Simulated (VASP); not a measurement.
# Sb (Fd-3m) in VASP: a series of runs

Sb is run at these levels: PBEsol; tasks: single point.

All numbers are computed with VASP 6.6.1; they aren't measurements. Logs are shortened: lines on timing, memory, paths and dates and some standing lists are left out, and cuts for length are marked.

**1. The cell of the first run**

It takes space group Fd-3m (No. 227, cubic). Conventional cell: a = 5.061 Å, b = 5.061 Å, c = 5.061 Å, α = 90.00°, β = 90.00°, γ = 90.00°. Sb (site symmetry -43m) has 4 Sb at 2.19 Å within 2.9 Å.

This isn't the form of Sb at room conditions, which is rhombohedral.

**2. Single point, PBEsol (16.20 Å³/atom)**

File INCAR:

```
SYSTEM = Sb
ALGO = Normal ; EDIFF = 1E-6
ENCUT = 500 ; GGA = PS
GGA_COMPAT = .FALSE. ; ISIF = 2
ISMEAR = -1 ; LASPH = .TRUE.
LCHARG = .TRUE. ; LELF = .TRUE.
LREAL = .FALSE. ; LVHAR = .TRUE.
LWAVE = .FALSE. ; NBANDS = 12
NELM = 120 ; PREC = Accurate
SIGMA = 0.1
```

File KPOINTS:

```
k-points
0
G
  10 10 10
  0 0 0
```

File POSCAR:

```
Sb
1.0
    0.0000000000      2.5303826152      2.5303826152
    2.5303826152      0.0000000000      2.5303826152
    2.5303826152      2.5303826152      0.0000000000
Sb
2
Direct
   -0.1250000000     -0.1250000000     -0.1250000000
    0.1250000000      0.1250000000      0.1250000000
```

Potentials or basis: VASP PAW PBE potentials, release 64 (Sb).

Run with:

```sh
$ cat potpaw_PBE.64/Sb/POTCAR > POTCAR
$ mpirun -np 1 vasp_std > vasp.out
```

OUTCAR:

```text
SYSTEM = Sb
   EDIFF = 1E-6
   ENCUT = 500
   GGA = PS
   ISIF = 2
   ISMEAR = -1
   LASPH = .TRUE.
   LREAL = .FALSE.
   NELM = 120
   PREC = Accurate

 ion  position               nearest neighbor table
   1  0.875  0.875  0.875-   2 2.19   2 2.19   2 2.19   2 2.19
   2  0.125  0.125  0.125-   1 2.19   1 2.19   1 2.19   1 2.19

  LATTYP: Found a face centered cubic cell.
 ALAT       =     5.0607652304

  Lattice vectors:

 A1 = (   0.0000000000,   2.5303826152,   2.5303826152)
 A2 = (   2.5303826152,   0.0000000000,   2.5303826152)
 A3 = (   2.5303826152,   2.5303826152,   0.0000000000)

Analysis of symmetry for initial positions (statically):
=====================================================================
 Subroutine PRICEL returns:
 Original cell was already a primitive cell.

 Routine SETGRP: Setting up the symmetry group for a
 face centered cubic supercell.

 Subroutine GETGRP returns: Found 48 space group operations
 (whereof 12 operations were pure point group operations)
 out of a pool of 48 trial point group operations.

The static configuration has the point symmetry D_3d.
 The point group associated with its full space group is O_h .

Analysis of symmetry for dynamics (positions and initial velocities):
=====================================================================
 Subroutine PRICEL returns:
 Original cell was already a primitive cell.

 Routine SETGRP: Setting up the symmetry group for a
 face centered cubic supercell.

 Subroutine GETGRP returns: Found 48 space group operations
 (whereof 12 operations were pure point group operations)
 out of a pool of 48 trial point group operations.

The dynamic configuration has the point symmetry D_3d.
 The point group associated with its full space group is O_h .

 Subroutine INISYM returns: Found 48 space group operations
 (whereof 12 operations are pure point group operations),
 and found     1 'primitive' translations

----------------------------------------------------------------------------------------

                                     Primitive cell

  volume of cell :      32.4033

  direct lattice vectors                    reciprocal lattice vectors
     0.000000000  2.530382615  2.530382615    -0.197598575  0.197598575  0.197598575
     2.530382615  0.000000000  2.530382615     0.197598575 -0.197598575  0.197598575
     2.530382615  2.530382615  0.000000000     0.197598575  0.197598575 -0.197598575

  length of vectors
     3.578501412  3.578501412  3.578501412     0.342250772  0.342250772  0.342250772
[... 90 lines left out ...]
   TEBEG  =    0.0;   TEEND  =   0.0 temperature during run
   PSTRESS=    0.0 pullay stress
   NELECT =      10.0000    total number of electrons
   NUPDOWN=      -1.0000    fix difference up-down
   EMIN   =  10.00;   EMAX   =-10.00  energy-range for DOS
   EFERMI =   0.00;   METHOD = LEGACY
   ISMEAR =    -1;   SIGMA  =   0.10  broadening in eV -4-tet -1-fermi 0-gaus
   EFERMI_NEDOS =   21; number of points for ismear=-14 and -15
   IALGO  =     38    algorithm
   IMIX   =      4    mixing-type and parameters
     AMIX     =   0.40;   BMIX     =  1.00
     AMIX_MAG =   1.60;   BMIX_MAG =  1.00
  volume/ion in A,a.u.               =      16.20       109.33
  Fermi-wavevector in a.u.,A,eV,Ry     =   1.106315  2.090631 16.652605  1.223932
  Thomas-Fermi vector in A             =   2.242814
   LORBIT       =      0    0 simple, 1 ext, 2 COOP (PROOUT), +10 PAW based schemes
   GGA     = PS    functional components
   LHFCALC =     F    Hartree Fock is set to
   AEXX    =    0.0000 exact exchange contribution
   IVDW    =     0    specifies the selected vdW correction
   LEPSILON=     F    determine dielectric tensor
   LRPA    =     F    only Hartree local field effects (RPA)
 non-spin polarized calculation
  energy-cutoff  :      500.00
  volume of cell :       32.40
 maximum number of plane-waves:       869
 NGX is ok and might be reduce to    28
   NGX = 13   NGY = 13   NGZ = 13

 number of electron      10.0000000 magnetization

 Free energy of the ion-electron system (eV)
  ---------------------------------------------------
  ext. energy  EPLUGINS =         0.00000000
  ---------------------------------------------------
  free energy    TOTEN  =         6.74275693 eV

  energy without entropy =        6.76807985  energy(sigma->0) =        6.75541839

 E-fermi :  18.0941     XC(G=0): -12.3960

 val. band max:       18.0195347044   @ k =   0.1000   0.0000   0.0000
 cond. band min:      18.0983344340   @ k =  -0.3000   0.1000   0.0000
 fundamental gap:      0.0787997296
 Fermi energy:        18.0940602462

 k-point     1 :       0.0000    0.0000    0.0000
  band No.  band energies     occupation
      1      -2.8627      2.00000
      2      15.2291      2.00000
      3      15.2291      2.00000
      4      15.2291      2.00000
      5      17.4072      1.99792
      6      17.4072      1.99792
      7      17.4072      1.99792
      8      19.6491      0.00000
      9      21.0362      0.00000
     10      24.2788      0.00000
     11      24.2788      0.00000
     12      24.2788      0.00000
[... 331 lines left out ...]
 k-point    24 :       0.4000    0.3000    0.0000
  band No.  band energies     occupation
      1       0.2713      2.00000
      2       6.8973      2.00000
      3       9.6339      2.00000
      4      10.2119      2.00000
      5      15.5069      2.00000
      6      16.9486      1.99998
      7      23.9766      0.00000
      8      24.0215      0.00000
      9      27.0252      0.00000
     10      27.5193      0.00000
     11      29.0329      0.00000
     12      29.1625      0.00000

 [... further k-points ...]

------------------------ aborting loop because EDIFF is reached ----------------------------------------

  FORCE on cell =-STRESS in cart. coord.  units (eV):
  Direction    XX          YY          ZZ          XY          YZ          ZX
  --------------------------------------------------------------------------------------
  -------------------------------------------------------------------------------------
  Total       45.1887872     45.1887872     45.1887872      0.0000000      0.0000000      0.0000000
  in kB     2234.3576284   2234.3576284   2234.3576284      0.0000000      0.0000000      0.0000000
  external PRESSURE =    2234.3576284 kB  Pullay stress =       0.0000000 kB

 VOLUME and BASIS-vectors are now :
 -----------------------------------------------------------------------------
  energy-cutoff  :      500.00
  volume of cell :       32.40
      direct lattice vectors                 reciprocal lattice vectors
     0.000000000  2.530382615  2.530382615    -0.197598575  0.197598575  0.197598575
     2.530382615  0.000000000  2.530382615     0.197598575 -0.197598575  0.197598575
     2.530382615  2.530382615  0.000000000     0.197598575  0.197598575 -0.197598575

 POSITION                                       TOTAL-FORCE (eV/Angst)
 -----------------------------------------------------------------------------------
      4.42817      4.42817      4.42817         0.000000      0.000000      0.000000
      0.63260      0.63260      0.63260        -0.000000     -0.000000      0.000000
 -----------------------------------------------------------------------------------
    total drift:                               -0.000000     -0.000000     -0.000000

  FREE ENERGIE OF THE ION-ELECTRON SYSTEM (eV)
  ---------------------------------------------------
  free  energy   TOTEN  =         6.7427569264 eV

  energy  without entropy=        6.7680798525  energy(sigma->0) =        6.75541839
```

OSZICAR:

```text
N       E                     dE             d eps       ncg     rms          rms(c)
DAV:   1     0.548018535503E+02    0.54802E+02   -0.35679E+03  1128   0.659E+02
DAV:   2     0.806728587608E+01   -0.46735E+02   -0.45497E+02  1392   0.129E+02
DAV:   3     0.623937680562E+01   -0.18279E+01   -0.17900E+01  1396   0.262E+01
DAV:   4     0.622355320748E+01   -0.15824E-01   -0.15814E-01  1320   0.295E+00
DAV:   5     0.622342207303E+01   -0.13113E-03   -0.13113E-03  1432   0.287E-01    0.951E+00
DAV:   6     0.658402903141E+01    0.36061E+00   -0.13928E-01  1228   0.204E+00    0.633E+00
DAV:   7     0.673623368549E+01    0.15220E+00   -0.19420E-01  1292   0.251E+00    0.878E-01
DAV:   8     0.674274233779E+01    0.65087E-02   -0.27129E-02  1196   0.924E-01    0.403E-02
DAV:   9     0.674272689944E+01   -0.15438E-04   -0.50203E-04  1432   0.164E-01    0.262E-02
DAV:  10     0.674275211769E+01    0.25218E-04   -0.11759E-05  1292   0.219E-02    0.205E-02
DAV:  11     0.674275696154E+01    0.48439E-05   -0.40813E-06  1316   0.113E-02    0.848E-04
DAV:  12     0.674275692643E+01   -0.35112E-07   -0.15742E-07   716   0.255E-03
   1 F= 0.67427569E+01 E0= 0.67554184E+01  d E =-.253229E-01
```

stdout:

```text
POSCAR found type information on POSCAR Sb
 POSCAR found :  1 types and       2 ions
 scaLAPACK will be used
 -----------------------------------------------------------------------------
|                                                                             |
|                                                                             |
|     You enforced a specific xc type in the INCAR file but a different       |
|     I HOPE YOU KNOW WHAT YOU ARE DOING!                                     |
|                                                                             |
 -----------------------------------------------------------------------------

 LDA part: xc-table for (Slater+PW92), standard interpolation
 POSCAR, INCAR and KPOINTS ok, starting setup
 FFT: planning ... GRIDC
 FFT: planning ... GRID_SOFT
 FFT: planning ... GRID
 WAVECAR not read
 entering main loop
```

Run time: 20 s. Hardware: 1 thread of Intel Xeon 6975P-C (Granite Rapids), shared host; peak memory 0.16 GiB.

Results:

| Property | Result |
| --- | --- |
| Free energy | 6.7428 eV |
| Pressure | 223.4 GPa |
| Band gap on the k mesh | zero (bands 5 and 6 overlap by 3.72 eV) |

Levels at points of the mesh, in eV from the Fermi level:
```
           k point  band 2  band 3  band 4  band 5  band 6  band 7  band 8  band 9
(0.00, 0.00, 0.00)   -2.86   -2.86   -2.86   -0.69   -0.69   -0.69    1.56    2.94
(0.50, 0.00, 0.00)  -14.13   -5.66   -5.66   -0.84    0.73    0.73    2.29    8.12
(0.50, 0.50, 0.00)  -14.87   -8.66   -8.66   -2.92   -2.92    9.62    9.62    9.87
```

Caveat: the cell stands under pressure; the PAW data sets were made with another functional, which shifts forces and pressure a little; spin-orbit coupling is left out, which moves the levels of the heavy elements.

**3. Single point, PBEsol (16.20 Å³/atom)**

File INCAR:

```
ALGO = Normal ; EDIFF = 1E-6
ENCUT = 500 ; GGA = PS
GGA_COMPAT = False ; ISIF = 2
ISMEAR = -1 ; LASPH = True
LCHARG = False ; LREAL = False
LWAVE = False ; NBANDS = 12
NELM = 120 ; PREC = Accurate
SIGMA = 0.1
```

File KPOINTS:

```
k-points
0
Gamma
  10 10 10
```

POSCAR is that of step 2.

Potentials or basis: VASP PAW PBE potentials, release 64 (Sb).

Run with:

```sh
$ cat potpaw_PBE.64/Sb/POTCAR > POTCAR
$ mpirun -np 1 vasp_std > vasp.out
```

Wall time 19 s (1 thread of Intel Xeon 6975P-C (Granite Rapids), shared host); peak memory 0.15 GiB.

The run converged. Its results:

```
Free energy            : 6.7428 eV
Pressure               : 223.4 GPa
Band gap on the k mesh : zero (bands 5 and 6 overlap by 3.72 eV)
```

Levels at points of the mesh, in eV from the Fermi level:
```tsv
k point	band 1	band 2	band 3	band 4	band 5	band 6	band 7	band 8	band 9	band 10
(0.00, 0.00, 0.00)	-20.96	-2.86	-2.86	-2.86	-0.69	-0.69	-0.69	1.56	2.94	6.18
(0.50, 0.00, 0.00)	-17.43	-14.13	-5.66	-5.66	-0.84	0.73	0.73	2.29	8.12	8.12
(0.50, 0.50, 0.00)	-14.87	-14.87	-8.66	-8.66	-2.92	-2.92	9.62	9.62	9.87	9.87
```

Caveat: the cell stands under pressure; the PAW data sets were made with another functional, which shifts forces and pressure a little; spin-orbit coupling is left out, which moves the levels of the heavy elements.

**4. Single point, PBEsol (18.23 Å³/atom)**

This run uses another cell than the first one, of 18.23 Å³/atom.

File INCAR:

```
ALGO = Normal
EDIFF = 1E-6
ENCUT = 500
GGA = PS
GGA_COMPAT = F
ISIF = 2
ISMEAR = -1
LASPH = T
LCHARG = T
LELF = T
LREAL = F
LVHAR = T
LWAVE = F
NBANDS = 12
NELM = 120
PREC = Accurate
SIGMA = 0.1
```

KPOINTS is that of step 3.

File POSCAR:

```
Sb
1.0
    0.0000000000      2.6317039720      2.6317039720
    2.6317039720      0.0000000000      2.6317039720
    2.6317039720      2.6317039720      0.0000000000
Sb
2
Direct
   -0.1250000000     -0.1250000000     -0.1250000000
    0.1250000000      0.1250000000      0.1250000000
```

Run with:

```sh
$ cat potpaw_PBE.64/Sb/POTCAR > POTCAR
$ mpirun -np 1 vasp_std > vasp.out
```

Run time: 23 s. Hardware: 1 thread of Intel Xeon 6975P-C (Granite Rapids), shared host; peak memory 0.16 GiB.

The run converged. Its results:

```yaml
Free_energy: 2.0661 eV
Pressure: 151.9 GPa
Band_gap_on_the_k_mesh: zero (bands 5 and 6 overlap by 3.53 eV)
```

Levels at points of the mesh, in eV from the Fermi level:
```tsv
k point	band 1	band 2	band 3	band 4	band 5	band 6	band 7	band 8	band 9	band 10
(0.00, 0.00, 0.00)	-19.40	-3.00	-3.00	-3.00	-0.58	-0.58	-0.58	0.49	3.13	6.53
(0.50, 0.00, 0.00)	-16.35	-12.98	-5.35	-5.35	-1.37	0.83	0.83	2.85	8.06	8.06
(0.50, 0.50, 0.00)	-13.98	-13.98	-7.90	-7.90	-2.60	-2.60	8.88	8.88	9.80	9.80
```

Caveat: the cell stands under pressure; the PAW data sets were made with another functional, which shifts forces and pressure a little; spin-orbit coupling is left out, which moves the levels of the heavy elements.

**5. Single point, PBEsol (22.28 Å³/atom)**

This run uses another cell than the first one, of 22.28 Å³/atom.

File INCAR:

```
SYSTEM = Sb
  ALGO = Normal
  EDIFF = 1E-6
  ENCUT = 500
  GGA = PS
  GGA_COMPAT = .False.
  ISIF = 2
  ISMEAR = -1
  LASPH = .True.
  LCHARG = .True.
  LELF = .True.
  LREAL = .False.
  LVHAR = .True.
  LWAVE = .False.
  NBANDS = 12
  NELM = 120
  PREC = Accurate
  SIGMA = 0.1
```

File KPOINTS:

```
k-points
0
Gamma
  10 10 10
  0 0 0
```

File POSCAR:

```
Sb
1.0
    0.0000000000      2.8137602788      2.8137602788
    2.8137602788      0.0000000000      2.8137602788
    2.8137602788      2.8137602788      0.0000000000
Sb
2
Direct
   -0.1250000000     -0.1250000000     -0.1250000000
    0.1250000000      0.1250000000      0.1250000000
```

Run with:

```sh
$ cat potpaw_PBE.64/Sb/POTCAR > POTCAR
$ mpirun -np 1 vasp_std > vasp.out
```

Run time: 25 s. Hardware: 1 thread of Intel Xeon 6975P-C (Granite Rapids), shared host; peak memory 0.17 GiB.

The run converged. Its results:

| Item | Value |
| --- | --- |
| Free energy | -3.3723 eV |
| Pressure | 73.5 GPa |
| Band gap on the k mesh | zero (bands 5 and 6 overlap by 3.13 eV) |

Levels at points of the mesh, in eV from the Fermi level:
| k point | band 2 | band 3 | band 4 | band 5 | band 6 | band 7 | band 8 | band 9 |
| --- | --- | --- | --- | --- | --- | --- | --- | --- |
| (0.00, 0.00, 0.00) | -2.89 | -2.89 | -2.89 | -1.28 | -0.25 | -0.25 | -0.25 | 3.45 |
| (0.50, 0.00, 0.00) | -11.20 | -4.66 | -4.66 | -1.93 | 1.10 | 1.10 | 3.70 | 7.92 |
| (0.50, 0.50, 0.00) | -12.52 | -6.60 | -6.60 | -1.93 | -1.93 | 7.66 | 7.66 | 9.51 |

Caveat: the cell stands under pressure; the PAW data sets were made with another functional, which shifts forces and pressure a little; spin-orbit coupling is left out, which moves the levels of the heavy elements.

**6. Overview**

| cell | gap on the mesh (eV) | pressure (GPa) |
| --- | --- | --- |
| a = 3.579 Å, angles 60.0°, 2 atoms | none | 223.4 |
| a = 3.722 Å, angles 60.0°, 2 atoms | none | 151.9 |
| a = 3.979 Å, angles 60.0°, 2 atoms | none | 73.5 |

Alike in all rows: task single point; level PBEsol; potentials or basis VASP PAW PBE potentials, release 64 (Sb); no spin polarisation; k mesh 10 × 10 × 10; cutoff (eV) 500; smearing fermi-dirac 0.1 eV.

Caveats: the cell stands under pressure; the PAW data sets were made with another functional, which shifts forces and pressure a little; spin-orbit coupling is left out, which moves the levels of the heavy elements.

Absolute energies hang on the potentials; compare differences alone.
